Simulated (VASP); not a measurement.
Write the native input for VASP 6.6.1 that does the following.

```
Task                   : single point
Functional             : PBEsol
Potentials or basis    : VASP PAW PBE potentials, release 64 (Al)
Cutoff                 : 520 eV
k mesh                 : 20 × 20 × 20
Occupations            : gaussian, width 0.15 eV
Spin                   : no spin polarisation
Dipole correction      : no
Further INCAR settings : ALGO = Fast; EDIFF = 1e-07; NBANDS = 8
```

The structure of Al lies in POSCAR:

```
Al
1.0
    0.0000000000      1.9227810000      2.0239800000
    1.9227810000      0.0000000000      2.0239800000
    1.9227810000      1.9227810000      0.0000000000
Al
1
Direct
    0.0000000000      0.0000000000      0.0000000000
```

This cell differs from its parent crystal: strain -0.050 along x and y, +0.000 along z.

The input as run:

INCAR

```
PREC     = Accurate       # precision mode
ENCUT    = 520            # plane-wave cutoff, eV
EDIFF    = 1E-7           # SCF threshold, eV
ISMEAR   = 0              # smearing method
SIGMA    = 0.15           # smearing width, eV
LREAL    = False          # projectors in reciprocal space
LASPH    = True           # aspherical terms in the spheres
NELM     = 60             # most SCF steps
ALGO     = Fast           # electronic algorithm
ISIF     = 2              # what is computed and relaxed
LWAVE    = False          # write WAVECAR
LCHARG   = False          # write CHGCAR
GGA      = PS             # functional
NBANDS   = 8              # bands
```

KPOINTS

```
regular mesh
0
Gamma
  20 20 20
```

Potentials or basis: VASP PAW PBE potentials, release 64 (Al).

Launch:

```console
$ cat potpaw_PBE.64/Al/POTCAR > POTCAR
$ mpirun -np 1 vasp_std > vasp.out
```

It gave:

The pressure is 8.0 GPa.

Caveat: the cell differs from its parent crystal (strain -0.050 along x and y, +0.000 along z); the PAW data sets were made with another functional, which shifts forces and pressure a little.

Run time: 44 s on 1 thread of AMD EPYC 9R45 96-Core Processor (Zen 5), with other jobs on the host, peak memory 0.15 GiB.
